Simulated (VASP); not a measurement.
A run of VASP 6.6.1 is set up as follows.

POSCAR

```
Au
1.0
    2.9568771850      0.0000000000      0.0000000000
   -1.4784385925      2.5607307581      0.0000000000
    0.0000000000      0.0000000000      4.9757105734
Au
2
Direct
    0.6666666667      0.3333333333      0.2500000000
    0.3333333333      0.6666666667      0.7500000000
```

The input INCAR.step1:

```
  ALGO = Normal
  EDIFF = 1E-5
  ENCUT = 520
  GGA = PE
  ISIF = 2
  ISMEAR = -1
  LASPH = True
  LCHARG = False
  LREAL = False
  LWAVE = True
  NBANDS = 18
  NELM = 100
  PREC = Accurate
  SIGMA = 0.05
```

INCAR.step2

```
  ALGO = Normal
  EDIFF = 1E-6
  ENCUT = 520
  GGA = PE
  HFSCREEN = 0.2079
  ISIF = 2
  ISMEAR = -1
  ISTART = 1
  LASPH = True
  LCHARG = False
  LHFCALC = True
  LREAL = False
  LWAVE = False
  NBANDS = 18
  NELM = 100
  PREC = Accurate
  PRECFOCK = Normal
  SIGMA = 0.05
```

File KPOINTS:

```
k-points
0
Gamma
  6 6 4
```

Potentials or basis: VASP PAW PBE potentials, release 64 (Au).

Launch:

```console
$ cat potpaw_PBE.64/Au/POTCAR > POTCAR
$ cp INCAR.step1 INCAR
$ mpirun -np 1 vasp_std > vasp.out
$ cp INCAR.step2 INCAR
$ mpirun -np 1 vasp_std > vasp.out
```

**Question.** What does it give for the pressure?

**Answer.** -6.7 GPa.

**Question.** Estimate the band gap on the k mesh.

**Answer.** Zero (bands 11 and 12 overlap by 8.10 eV).

Stress tensor (GPa, compression positive):
```
 -4.52   0.00   0.00
  0.00  -4.52   0.00
  0.00   0.00 -11.16
```

Caveat: the k points lie up to 0.41 Å⁻¹ apart, too coarse for converged energies and pressures of a metal; the PAW data sets were made with another functional, which shifts forces and pressure a little; spin-orbit coupling is left out, which moves the levels of the heavy elements.
